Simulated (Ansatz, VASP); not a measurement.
**P in VASP and in Ansatz**

File INCAR:

```
PREC     = Accurate       # precision mode
ENCUT    = 520            # plane-wave cutoff, eV
EDIFF    = 1E-6           # SCF threshold, eV
ISMEAR   = 0              # smearing method
SIGMA    = 0.15           # smearing width, eV
LREAL    = F              # projectors in reciprocal space
LASPH    = T              # aspherical terms in the spheres
NELM     = 100            # most SCF steps
ALGO     = Normal         # electronic algorithm
ISIF     = 2              # what is computed and relaxed
LWAVE    = F              # write WAVECAR
LCHARG   = F              # write CHGCAR
GGA      = PE             # functional
IVDW     = 12             # dispersion correction
NBANDS   = 18             # bands
```

Contents of KPOINTS:

```
Automatic mesh
0
Gamma
  16 16 12
```

The input POSCAR:

```
P
1.0
    1.6840219877     -5.1655740293      0.0000000000
    1.6840219877      5.1655740293      0.0000000000
    0.0000000000      0.0000000000      4.0549912477
P
4
Direct
    0.1063803446      0.8936196554      0.9280972034
    0.6063803446      0.3936196554      0.5719027966
    0.8936196554      0.1063803446      0.0719027966
    0.3936196554      0.6063803446      0.4280972034
```

Input for Ansatz:

```yaml
crystal:
  lattice:
    - [1.6840219877, -5.1655740293, 0.0]
    - [1.6840219877, 5.1655740293, 0.0]
    - [0.0, 0.0, 4.0549912477]
  atoms:
    - { symbol: P, position: [0.1063803446, 0.8936196554, 0.9280972034] }
    - { symbol: P, position: [0.6063803446, 0.3936196554, 0.5719027966] }
    - { symbol: P, position: [0.8936196554, 0.1063803446, 0.0719027966] }
    - { symbol: P, position: [0.3936196554, 0.6063803446, 0.4280972034] }
basis:
  ecutwfc: 420
kpoints:
  mp_grid: { grid: [16, 16, 12] }
hamiltonian:
  xc: pbe
  dispersion: d3bj
scf:
  occupations: { method: gaussian, width: 0.15 }
output:
  forces: true
  stress: true
  eigenvalues: true
```

Alike in both runs: task single point; functional PBE; dispersion D3(BJ); k mesh 16 × 16 × 12; occupations gaussian, width 0.15 eV; no spin polarisation.

|  | VASP | Ansatz |
| --- | --- | --- |
| version | VASP 6.6.1 | Ansatz 0.2.0 |
| potentials or method | VASP PAW PBE potentials, release 64 (P), cutoff 520 eV | scalar-relativistic, plane waves, PAW |
| valence electrons in the cell | 20 | 20 |

Ansatz gave:

* gap on the k mesh at the Fermi level (eV): none
* pressure (GPa): -0.4
* traceless stress, the component that is largest in VASP (GPa): 2.50
* rms of the force components (eV/Å): 0.213

**Question.** Which values does VASP return?

**Answer.** gap on the k mesh at the Fermi level (eV): none; pressure (GPa): -0.7; traceless stress, the component that is largest in VASP (GPa): 2.57; rms of the force components (eV/Å): 0.202.

Atom by atom the forces differ by 0.034 eV/Å (rms over components). A gap of «none» marks a metal or a gap that the smearing closes.
